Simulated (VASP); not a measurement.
# Si3B4 (Fm-3m) in VASP: notebook

Si3B4 is run at these levels: PBE; tasks: single point.

Everything below comes from runs of VASP 6.6.1. Logs are shortened: lines on timing, memory, paths and dates and some standing lists are left out, and cuts for length are marked.

## (1) The cell of the first run

The structure is cubic, space group Fm-3m (No. 225). The conventional cell has a = 8.787 Å, b = 8.787 Å, c = 8.787 Å, α = 90.00°, β = 90.00°, γ = 90.00°. Si (site symmetry mmm) has 4 B at 2.01 Å within 2.7 Å. B (site symmetry 3m) has 3 B at 1.87 Å and 3 Si at 2.01 Å within 2.5 Å.

The cell was generated, and may not be a known phase.

## (2) Single point, PBE

INCAR reads:

```
PREC     = Accurate       # precision mode
ENCUT    = 520            # plane-wave cutoff, eV
EDIFF    = 1E-6           # SCF threshold, eV
ISMEAR   = 0              # smearing method
SIGMA    = 0.1            # smearing width, eV
LREAL    = False          # projectors in reciprocal space
LASPH    = True           # aspherical terms in the spheres
NELM     = 100            # most SCF steps
ALGO     = Normal         # electronic algorithm
ISIF     = 2              # what is computed and relaxed
LWAVE    = False          # write WAVECAR
LCHARG   = False          # write CHGCAR
GGA      = PE             # functional
NBANDS   = 37             # bands
```

KPOINTS reads:

```
regular mesh
0
Gamma
  4 4 4
```

POSCAR reads:

```
Si3B4
1.0
    0.0000000000      4.3935767629      4.3935767629
    4.3935767629      0.0000000000      4.3935767629
    4.3935767629      4.3935767629      0.0000000000
Si B
6 8
Direct
    0.5000000000      0.0000000000      0.5000000000
    0.5000000000      0.0000000000      0.0000000000
    0.0000000000      0.0000000000      0.5000000000
    0.0000000000      0.5000000000      0.0000000000
    0.0000000000      0.5000000000      0.5000000000
    0.5000000000      0.5000000000      0.0000000000
    0.8933721757      0.3198834728      0.8933721757
    0.1066278243      0.1066278243      0.1066278243
    0.8933721757      0.8933721757      0.8933721757
    0.6801165272      0.1066278243      0.1066278243
    0.8933721757      0.8933721757      0.3198834728
    0.3198834728      0.8933721757      0.8933721757
    0.1066278243      0.1066278243      0.6801165272
    0.1066278243      0.6801165272      0.1066278243
```

Potentials or basis: VASP PAW PBE potentials, release 64 (Si, B).

Started as:

```bash
$ cat potpaw_PBE.64/Si/POTCAR potpaw_PBE.64/B/POTCAR > POTCAR
$ mpirun -np 1 vasp_std > vasp.out
```

OUTCAR:

```text
PREC = Accurate
   ENCUT = 520
   EDIFF = 1E-6
   ISMEAR = 0
   LREAL = False
   LASPH = True
   NELM = 100
   ISIF = 2
   GGA = PE

 ion  position               nearest neighbor table
   1  0.500  0.000  0.500-  10 2.01  11 2.01  12 2.01  13 2.01   2 3.11   3 3.11   2 3.11   6 3.11
                             5 3.11   6 3.11   3 3.11   5 3.11
   2  0.500  0.000  0.000-   8 2.01   9 2.01  10 2.01  12 2.01   1 3.11   6 3.11   1 3.11   3 3.11
                             4 3.11   6 3.11   3 3.11   4 3.11
   3  0.000  0.000  0.500-   8 2.01   9 2.01  11 2.01  13 2.01   1 3.11   5 3.11   2 3.11   4 3.11
                             4 3.11   5 3.11   1 3.11   2 3.11
   4  0.000  0.500  0.000-   8 2.01   9 2.01   7 2.01  14 2.01   5 3.11   6 3.11   3 3.11   5 3.11
                             2 3.11   3 3.11   2 3.11   6 3.11
   5  0.000  0.500  0.500-   7 2.01  11 2.01  13 2.01  14 2.01   3 3.11   4 3.11   4 3.11   6 3.11
                             1 3.11   3 3.11   1 3.11   6 3.11
   6  0.500  0.500  0.000-   7 2.01  10 2.01  12 2.01  14 2.01   2 3.11   4 3.11   1 3.11   5 3.11
                             1 3.11   2 3.11   4 3.11   5 3.11
   7  0.893  0.320  0.893-  10 1.87  13 1.87   8 1.87   6 2.01   5 2.01   4 2.01
   8  0.107  0.107  0.107-   7 1.87  11 1.87  12 1.87   2 2.01   3 2.01   4 2.01
   9  0.893  0.893  0.893-  10 1.87  13 1.87  14 1.87   2 2.01   3 2.01   4 2.01
  10  0.680  0.107  0.107-   7 1.87  11 1.87   9 1.87   6 2.01   1 2.01   2 2.01
  11  0.893  0.893  0.320-  10 1.87  14 1.87   8 1.87   5 2.01   1 2.01   3 2.01
  12  0.320  0.893  0.893-  13 1.87  14 1.87   8 1.87   6 2.01   1 2.01   2 2.01
  13  0.107  0.107  0.680-   7 1.87  12 1.87   9 1.87   5 2.01   1 2.01   3 2.01
  14  0.107  0.680  0.107-  11 1.87  12 1.87   9 1.87   6 2.01   5 2.01   4 2.01

  LATTYP: Found a face centered cubic cell.
 ALAT       =     8.7871535258

  Lattice vectors:

 A1 = (   0.0000000000,   4.3935767629,   4.3935767629)
 A2 = (   4.3935767629,   0.0000000000,   4.3935767629)
 A3 = (   4.3935767629,   4.3935767629,   0.0000000000)

Analysis of symmetry for initial positions (statically):
=====================================================================
 Subroutine PRICEL returns:
 Original cell was already a primitive cell.

 Routine SETGRP: Setting up the symmetry group for a
 face centered cubic supercell.

 Subroutine GETGRP returns: Found 48 space group operations
 (whereof 48 operations were pure point group operations)
 out of a pool of 48 trial point group operations.

The static configuration has the point symmetry O_h .

[... 135 lines left out ...]
   EFERMI_NEDOS =   21; number of points for ismear=-14 and -15
   IALGO  =     38    algorithm
   IMIX   =      4    mixing-type and parameters
     AMIX     =   0.40;   BMIX     =  1.00
     AMIX_MAG =   1.60;   BMIX_MAG =  1.00
  volume/ion in A,a.u.               =      12.12        81.76
  Fermi-wavevector in a.u.,A,eV,Ry     =   1.074798  2.031075 15.717337  1.155192
  Thomas-Fermi vector in A             =   2.210637
   LORBIT       =      0    0 simple, 1 ext, 2 COOP (PROOUT), +10 PAW based schemes
   GGA     = PE    functional components
   LHFCALC =     F    Hartree Fock is set to
   AEXX    =    0.0000 exact exchange contribution
   IVDW    =     0    specifies the selected vdW correction
   LEPSILON=     F    determine dielectric tensor
   LRPA    =     F    only Hartree local field effects (RPA)
 non-spin polarized calculation
 Gauss-broadening in eV      SIGMA  =   0.10
  energy-cutoff  :      520.00
  volume of cell :      169.62
 maximum number of plane-waves:      4584
 NGX is ok and might be reduce to    48
   NGX = 23   NGY = 23   NGZ = 23

 number of electron      48.0000002 magnetization

 Free energy of the ion-electron system (eV)
  ---------------------------------------------------
  ext. energy  EPLUGINS =         0.00000000
  ---------------------------------------------------
  free energy    TOTEN  =       -75.70724855 eV

  energy without entropy =      -75.67739564  energy(sigma->0) =      -75.69232209

 E-fermi :   7.1080     XC(G=0): -10.3793

 val. band max:        7.0960390950   @ k =   0.5000   0.2500   0.0000
 cond. band min:       7.1487379261   @ k =  -0.2500   0.5000   0.2500
 fundamental gap:      0.0526988311
 Fermi energy:         7.1079980734

 k-point     1 :       0.0000    0.0000    0.0000
  band No.  band energies     occupation
      1      -8.3212      2.00000
      2      -4.0830      2.00000
      3      -4.0830      2.00000
      4      -4.0830      2.00000
      5      -3.6902      2.00000
      6      -3.6902      2.00000
[... 301 lines left out ...]
     35      11.6908      0.00000
     36      11.7519      0.00000
 [bands above 36 left out]

------------------------ aborting loop because EDIFF is reached ----------------------------------------

  FORCE on cell =-STRESS in cart. coord.  units (eV):
  Direction    XX          YY          ZZ          XY          YZ          ZX
  --------------------------------------------------------------------------------------
  -------------------------------------------------------------------------------------
  Total       -0.4659546     -0.4659546     -0.4659546     -0.0000000      0.0000000     -0.0000000
  in kB       -4.4011841     -4.4011841     -4.4011841     -0.0000000      0.0000000     -0.0000000
  external PRESSURE =      -4.4011841 kB  Pullay stress =       0.0000000 kB

 VOLUME and BASIS-vectors are now :
 -----------------------------------------------------------------------------
  energy-cutoff  :      520.00
  volume of cell :      169.62
      direct lattice vectors                 reciprocal lattice vectors
     0.000000000  4.393576763  4.393576763    -0.113802496  0.113802496  0.113802496
     4.393576763  0.000000000  4.393576763     0.113802496 -0.113802496  0.113802496
     4.393576763  4.393576763  0.000000000     0.113802496  0.113802496 -0.113802496

 POSITION                                       TOTAL-FORCE (eV/Angst)
 -----------------------------------------------------------------------------------
      2.19679      4.39358      2.19679        -0.000000      0.000000     -0.000000
      0.00000      2.19679      2.19679        -0.000000      0.000000     -0.000000
      2.19679      2.19679      0.00000        -0.000000      0.000000     -0.000000
      2.19679      0.00000      2.19679        -0.000000      0.000000     -0.000000
      4.39358      2.19679      2.19679        -0.000000      0.000000     -0.000000
      2.19679      2.19679      4.39358        -0.000000      0.000000     -0.000000
      5.33053      7.85020      5.33053        -0.020946      0.020946     -0.020946
      0.93696      0.93696      0.93696        -0.020946     -0.020946     -0.020946
      7.85020      7.85020      7.85020         0.020946      0.020946      0.020946
      0.93696      3.45662      3.45662        -0.020946      0.020946      0.020946
      5.33053      5.33053      7.85020        -0.020946     -0.020946      0.020946
      7.85020      5.33053      5.33053         0.020946     -0.020946     -0.020946
      3.45662      3.45662      0.93696         0.020946      0.020946     -0.020946
      3.45662      0.93696      3.45662         0.020946     -0.020946      0.020946
 -----------------------------------------------------------------------------------
    total drift:                                0.000000      0.000000     -0.000000

  FREE ENERGIE OF THE ION-ELECTRON SYSTEM (eV)
  ---------------------------------------------------
  free  energy   TOTEN  =       -75.7072485530 eV

  energy  without entropy=      -75.6773956369  energy(sigma->0) =      -75.69232209
```

stdout:

```text
POSCAR found type information on POSCAR SiB
 POSCAR found :  2 types and      14 ions
 scaLAPACK will be used
 LDA part: xc-table for (Slater+PW92), standard interpolation
 POSCAR, INCAR and KPOINTS ok, starting setup
 FFT: planning ... GRIDC
 FFT: planning ... GRID_SOFT
 FFT: planning ... GRID
 WAVECAR not read
 entering main loop
```

Wall time 48 s (1 thread of Intel Xeon 6975P-C (Granite Rapids), shared host); peak memory 0.31 GiB.

What came out:

| Quantity | Value |
| --- | --- |
| Free energy | -75.7072 eV |
| Pressure | -0.4 GPa |
| Largest force | 0.036 eV/Å |
| Band gap on the k mesh | zero (bands 24 and 25 overlap by 1.20 eV) |

Forces on the atoms (eV/Å):
```
Si   0.000  0.000  0.000
Si   0.000  0.000  0.000
Si   0.000  0.000  0.000
Si   0.000  0.000  0.000
Si   0.000  0.000  0.000
Si   0.000  0.000  0.000
B   -0.021  0.021 -0.021
B   -0.021 -0.021 -0.021
B    0.021  0.021  0.021
B   -0.021  0.021  0.021
B   -0.021 -0.021  0.021
B    0.021 -0.021 -0.021
B    0.021  0.021 -0.021
B    0.021 -0.021  0.021
```

## (3) Single point, PBE

This run uses another cell than the first one, of 14.41 Å³/atom.

INCAR reads:

```
PREC = Accurate
ENCUT = 520
EDIFF = 1E-6
ISMEAR = 0
SIGMA = 0.1
LREAL = False
LASPH = True
NELM = 80
ALGO = Normal
ISIF = 2
LWAVE = False
LCHARG = True
GGA = PE
LELF = True
LVHAR = True
NBANDS = 37
```

KPOINTS reads:

```
Automatic mesh
0
Gamma
  4 4 4
```

POSCAR reads:

```
Si3B4
1.0
    0.0000000000      4.6550863800      4.6550863800
    4.6550863800      0.0000000000      4.6550863800
    4.6550863800      4.6550863800      0.0000000000
Si B
6 8
Direct
    0.5000000000      0.0000000000      0.5000000000
    0.5000000000      0.0000000000      0.0000000000
    0.0000000000      0.0000000000      0.5000000000
    0.0000000000      0.5000000000      0.0000000000
    0.0000000000      0.5000000000      0.5000000000
    0.5000000000      0.5000000000      0.0000000000
    0.8575690000      0.4272930000      0.8575690000
    0.1424310000      0.1424310000      0.1424310000
    0.8575690000      0.8575690000      0.8575690000
    0.5727070000      0.1424310000      0.1424310000
    0.8575690000      0.8575690000      0.4272930000
    0.4272930000      0.8575690000      0.8575690000
    0.1424310000      0.1424310000      0.5727070000
    0.1424310000      0.5727070000      0.1424310000
```

Potentials or basis: VASP PAW PBE potentials, release 64 (Si, B).

Started as:

```bash
$ cat potpaw_PBE.64/Si/POTCAR potpaw_PBE.64/B/POTCAR > POTCAR
$ mpirun -np 1 vasp_std > vasp.out
```

It took 59 s on 1 thread of Intel Xeon 6975P-C (Granite Rapids), shared host; peak memory 0.32 GiB.

The run converged. Its results:

- Free energy: -68.7887 eV
- Pressure: 9.5 GPa
- Largest force: 0.618 eV/Å
- Band gap on the k mesh: zero (bands 24 and 25 overlap by 1.26 eV)

Forces in eV/Å, atoms in the order of the input:
```
Si   0.000  0.000  0.000
Si   0.000  0.000  0.000
Si   0.000  0.000  0.000
Si   0.000  0.000  0.000
Si   0.000  0.000  0.000
Si   0.000  0.000  0.000
B   -0.357  0.357 -0.357
B   -0.357 -0.357 -0.357
B    0.357  0.357  0.357
B   -0.357  0.357  0.357
B   -0.357 -0.357  0.357
B    0.357 -0.357 -0.357
B    0.357  0.357 -0.357
B    0.357 -0.357  0.357
```

Levels at points of the mesh, in eV from the Fermi level:
```tsv
k point	band 21	band 22	band 23	band 24	band 25	band 26
(0.00, 0.00, 0.00)	-1.06	-1.06	0.38	0.38	0.38	0.66
(0.50, 0.00, 0.00)	-1.59	-0.48	-0.48	0.50	0.88	0.88
(0.50, 0.50, 0.00)	-1.48	-0.92	-0.60	-0.60	-0.33	0.01
```

Caveat: the cell stands under pressure.

## (4) Single point, PBE

INCAR reads:

```
SYSTEM = Si3B4
PREC = Accurate ; ENCUT = 520
EDIFF = 1E-6 ; ISMEAR = 0
SIGMA = 0.1 ; LREAL = .FALSE.
LASPH = .TRUE. ; NELM = 60
ALGO = Normal ; ISIF = 2
LWAVE = .FALSE. ; LCHARG = .FALSE.
GGA = PE ; NBANDS = 37
```

KPOINTS reads:

```
Automatic mesh
0
G
  8 8 8
  0 0 0
```

POSCAR reads:

```
Si3B4
1.0
    0.0000000000      4.3911334362      4.3911334362
    4.3911334362      0.0000000000      4.3911334362
    4.3911334362      4.3911334362      0.0000000000
Si B
6 8
Direct
    0.5000000000      0.0000000000      0.5000000000
    0.5000000000      0.0000000000      0.0000000000
    0.0000000000      0.0000000000      0.5000000000
    0.0000000000      0.5000000000      0.0000000000
    0.0000000000      0.5000000000      0.5000000000
    0.5000000000      0.5000000000      0.0000000000
    0.8936051892      0.3191844323      0.8936051892
    0.1063948108      0.1063948108      0.1063948108
    0.8936051892      0.8936051892      0.8936051892
    0.6808155677      0.1063948108      0.1063948108
    0.8936051892      0.8936051892      0.3191844323
    0.3191844323      0.8936051892      0.8936051892
    0.1063948108      0.1063948108      0.6808155677
    0.1063948108      0.6808155677      0.1063948108
```

Started as:

```bash
$ cat potpaw_PBE.64/Si/POTCAR potpaw_PBE.64/B/POTCAR > POTCAR
$ mpirun -np 1 vasp_std > vasp.out
```

It took 2.2 min on 1 thread of Intel Xeon 6975P-C (Granite Rapids), shared host; peak memory 0.38 GiB.

Results (log left out):

```
Free energy            : -75.6662 eV
Pressure               : -0.1 GPa
Largest force          : 0.006 eV/Å
Band gap on the k mesh : zero (bands 24 and 25 overlap by 1.46 eV)
```

Forces in eV/Å, atoms in the order of the input:
```
Si   0.000  0.000  0.000
Si   0.000  0.000  0.000
Si   0.000  0.000  0.000
Si   0.000  0.000  0.000
Si   0.000  0.000  0.000
Si   0.000  0.000  0.000
B    0.004 -0.004  0.004
B    0.004  0.004  0.004
B   -0.004 -0.004 -0.004
B    0.004 -0.004 -0.004
B    0.004  0.004 -0.004
B   -0.004  0.004  0.004
B   -0.004 -0.004  0.004
B   -0.004  0.004 -0.004
```

Levels at points of the mesh, in eV from the Fermi level:
| k point | band 20 | band 21 | band 22 | band 23 | band 24 | band 25 | band 26 | band 27 |
| --- | --- | --- | --- | --- | --- | --- | --- | --- |
| (0.00, 0.00, 0.00) | -1.44 | 0.01 | 0.01 | 0.01 | 0.79 | 0.80 | 0.80 | 0.80 |
| (0.50, 0.00, 0.00) | -2.08 | -2.08 | -0.41 | -0.41 | -0.10 | -0.10 | 1.16 | 1.16 |
| (0.50, 0.50, 0.00) | -3.01 | -1.39 | -1.22 | -1.22 | -0.75 | -0.22 | -0.22 | 1.37 |

## (5) The runs side by side

| cell | k mesh | gap on the mesh (eV) | pressure (GPa) | largest force (eV/Å) |
| --- | --- | --- | --- | --- |
| a = 6.213 Å, angles 60.0°, 14 atoms, atomic positions A | 4 × 4 × 4 | none | -0.4 | 0.04 |
| a = 6.583 Å, angles 60.0°, 14 atoms, atomic positions B | 4 × 4 × 4 | none | 9.5 | 0.62 |
| a = 6.210 Å, angles 60.0°, 14 atoms, atomic positions C | 8 × 8 × 8 | none | -0.1 | 0.01 |

Alike in all rows: task single point; level PBE; potentials or basis VASP PAW PBE potentials, release 64 (Si, B); no spin polarisation; cutoff (eV) 520; smearing gaussian 0.1 eV.

Caveats: the cell stands under pressure (at least some runs).

Total energies depend on the potentials used, so only differences within one code and one set of settings carry meaning.

The gap in the log of VASP goes by the Fermi energy; the results here count the filled bands.